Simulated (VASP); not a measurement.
Write the native input for VASP 6.6.1 that does the following.

* Task: relaxation of cell and atoms
* Functional: PBE
* Potentials or basis: VASP PAW PBE potentials, release 64 (Cu, Au)
* Cutoff: 600 eV
* k mesh: 18 × 18 × 18
* Occupations: gaussian, width 0.1 eV
* Spin: no spin polarisation
* Dipole correction: no
* Further INCAR settings: ALGO = Normal; EDIFF = 1e-06; IBRION = 2; EDIFFG = -0.02; NSW = 70; ISIF = 3

The structure of CuAu lies in POSCAR:

```
CuAu
1.0
    3.0391442910      0.0000000000      0.0000000000
    0.0000000000      3.0391442910      0.0000000000
    0.0000000000      0.0000000000      3.2360194074
Cu Au
1 1
Direct
    0.5000000000      0.5000000000      0.5000000000
    0.0000000000      0.0000000000      0.0000000000
```

The input as run:

INCAR

```
PREC = Accurate ; ENCUT = 600
EDIFF = 1E-6 ; ISMEAR = 0
SIGMA = 0.1 ; LREAL = False
LASPH = True ; NELM = 100
ALGO = Normal ; ISIF = 3
LWAVE = False ; LCHARG = False
GGA = PE ; IBRION = 2
NSW = 70 ; EDIFFG = -0.02
```

KPOINTS

```
regular mesh
0
Gamma
  18 18 18
```

Potentials or basis: VASP PAW PBE potentials, release 64 (Cu, Au).

Command:

```sh
$ cat potpaw_PBE.64/Cu/POTCAR potpaw_PBE.64/Au/POTCAR > POTCAR
$ mpirun -np 1 vasp_std > vasp.out
```

Results of the run:

```
Relaxed volume                         : 14.99 Å³/atom
Relaxed cell                           : a = 2.867 Å, b = 2.867 Å, c = 3.649 Å, α = 90.00°, β = 90.00°, γ = 90.00°
Space group after relaxing (to 0.05 Å) : P4/mmm (No. 123)
Energy gained by relaxing              : 6.9 meV/atom
Ionic steps                            : 15
Pressure after relaxing                : 0.1 GPa
Band gap on the k mesh                 : zero (band 11 reaches 13.41 eV, above the bottom of band 12 at 6.34 eV)
```

Caveat: spin-orbit coupling is left out, which moves the levels of the heavy elements.

It took 47 min on 1 thread of AMD EPYC 7R43 64-Core Processor (Zen 3) (shared host), peak memory 0.42 GiB.
